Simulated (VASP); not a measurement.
Write the native input for VASP 6.6.1 that does the following.

| Property | Result |
| --- | --- |
| Task | single point |
| Functional | PBEsol |
| Potentials or basis | VASP PAW PBE potentials, release 64 (Co, O) |
| Cutoff | 520 eV |
| k mesh | 8 × 8 × 8 |
| Occupations | gaussian, width 0.01 eV |
| Spin | collinear spin |
| Starting moments | [0.13, 0.13, 0.13, 0.13, 2.31, 2.31, 0.0, 0.0, 0.0, 0.0, 0.0, 0.0, 0.0, 0.0] μB |
| Dipole correction | no |
| Further INCAR settings | ALGO = Normal; EDIFF = 1e-06; NBANDS = 68 |

The structure of Co3O4 lies in POSCAR:

```
Co3O4
1.0
    0.0000000000      3.9516906279      3.9516906279
    3.9516906279      0.0000000000      3.9516906279
    3.9516906279      3.9516906279      0.0000000000
Co O
6 8
Direct
    0.6250000000      0.6250000000      0.6250000000
    0.1250000000      0.6250000000      0.6250000000
    0.6250000000      0.6250000000      0.1250000000
    0.6250000000      0.1250000000      0.6250000000
    0.0000000000      0.0000000000      0.0000000000
    0.2500000000      0.2500000000      0.2500000000
    0.3870005592      0.3870005592      0.3870005592
    0.4110016776      0.8629994408      0.8629994408
    0.3870005592      0.3870005592      0.8389983224
    0.8629994408      0.4110016776      0.8629994408
    0.8389983224      0.3870005592      0.3870005592
    0.8629994408      0.8629994408      0.8629994408
    0.3870005592      0.8389983224      0.3870005592
    0.8629994408      0.8629994408      0.4110016776
```

The input as run:

INCAR

```
  PREC = Accurate
  ENCUT = 520
  EDIFF = 1E-6
  ISMEAR = 0
  SIGMA = 0.01
  LREAL = False
  LASPH = True
  NELM = 150
  ALGO = Normal
  ISIF = 2
  LWAVE = False
  LCHARG = False
  ISPIN = 2
  MAGMOM = 0.13 0.13 0.13 0.13 2.31 2.31 0 0 0 0 0 0 0 0
  LORBIT = 11
  LMAXMIX = 4
  GGA = PS
  NBANDS = 68
```

KPOINTS

```
regular mesh
0
Gamma
  8 8 8
```

Potentials or basis: VASP PAW PBE potentials, release 64 (Co, O).

Run with:

```console
$ cat potpaw_PBE.64/Co/POTCAR potpaw_PBE.64/O/POTCAR > POTCAR
$ mpirun -np 1 vasp_std > vasp.out
```

It gave:

| Quantity | Value |
| --- | --- |
| Pressure | 7.6 GPa |
| Largest force | 0.031 eV/Å |
| Band gap on the k mesh | 0.10 eV (least direct gap 0.24 eV) |
| Net moment | 6.00 μB per cell |
| Site moments | Co +0.15, +2.25 (each value once); O +0.08 μB |
| Valence electrons inside the program's atomic spheres | Co 8.55, 8.19 (each value once); O 5.01 |

Caveat: the cell stands under pressure; the PAW data sets were made with another functional, which shifts forces and pressure a little.

It took 25 min on 1 thread of Oxide Virtual Turin-like Processor (shared host), peak memory 0.48 GiB.
